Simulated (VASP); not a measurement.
**TiAl3: single point with r2SCAN**

The system is TiAl3.

```
Ti Al
1.0
     2.83968    0.00000    0.00000
     0.00000    4.68126    0.00000
     0.00000    0.00000    4.90074
Ti Al
1 3
Direct
  0.00000 0.50000 0.16592
  0.50000 0.50000 0.66727
  0.50000 0.00000 0.33091
  0.00000 0.00000 0.83590
```

| Quantity | Value |
| --- | --- |
| Program | VASP 6.6.1 |
| Task | single point |
| Functional | r2SCAN |
| Potentials or basis | VASP PAW PBE potentials, release 64 (Ti_sv, Al) |
| Cutoff | 520 eV |
| k mesh | 14 × 10 × 10 |
| Occupations | gaussian, width 0.1 eV |
| Spin | no spin polarisation |

```
Pressure      : -2.3 GPa
Largest force : 0.051 eV/Å
```

Forces in eV/Å, atoms in the order of the input:
```
Ti   0.000  0.000 -0.015
Al   0.000  0.000 -0.021
Al   0.000  0.000  0.051
Al   0.000  0.000 -0.015
```

Stress tensor (GPa, compression positive):
```
-3.77  0.00  0.00
 0.00 -1.67  0.00
 0.00  0.00 -1.33
```

Levels at points of the mesh, in eV from the Fermi level:
| k point | band 8 | band 9 | band 10 | band 11 | band 12 | band 13 | band 14 | band 15 |
| --- | --- | --- | --- | --- | --- | --- | --- | --- |
| (0.00, 0.00, 0.00) | -3.84 | -2.77 | -0.81 | -0.41 | 2.58 | 2.63 | 2.85 | 2.88 |
| (0.50, 0.00, 0.00) | -2.10 | -1.84 | 0.42 | 0.65 | 0.71 | 1.37 | 1.63 | 2.50 |
| (0.00, 0.50, 0.00) | -3.27 | -2.20 | -1.66 | -0.14 | 2.47 | 2.59 | 2.89 | 3.30 |
| (0.50, 0.50, 0.00) | -3.52 | -1.74 | -0.50 | -0.27 | 0.87 | 1.16 | 1.40 | 3.48 |
| (0.00, 0.00, 0.50) | -2.34 | -2.18 | -1.27 | -0.31 | 2.44 | 2.46 | 2.65 | 3.40 |
| (0.50, 0.00, 0.50) | -3.71 | -1.36 | -0.20 | -0.06 | 0.63 | 1.21 | 2.13 | 3.43 |
| (0.00, 0.50, 0.50) | -5.16 | -0.18 | 0.00 | 0.85 | 2.50 | 2.50 | 3.91 | 5.35 |
| (0.50, 0.50, 0.50) | -3.48 | -3.06 | -2.92 | -1.00 | -0.21 | 1.13 | 2.26 | 2.60 |

It took 13 min on 1 thread of Intel(R) Xeon(R) Platinum 8259CL CPU @ 2.50GHz (Skylake/Cascade Lake) (shared host), peak memory 0.43 GiB.

Caveat: the PAW data sets were made with another functional, which shifts forces and pressure a little.
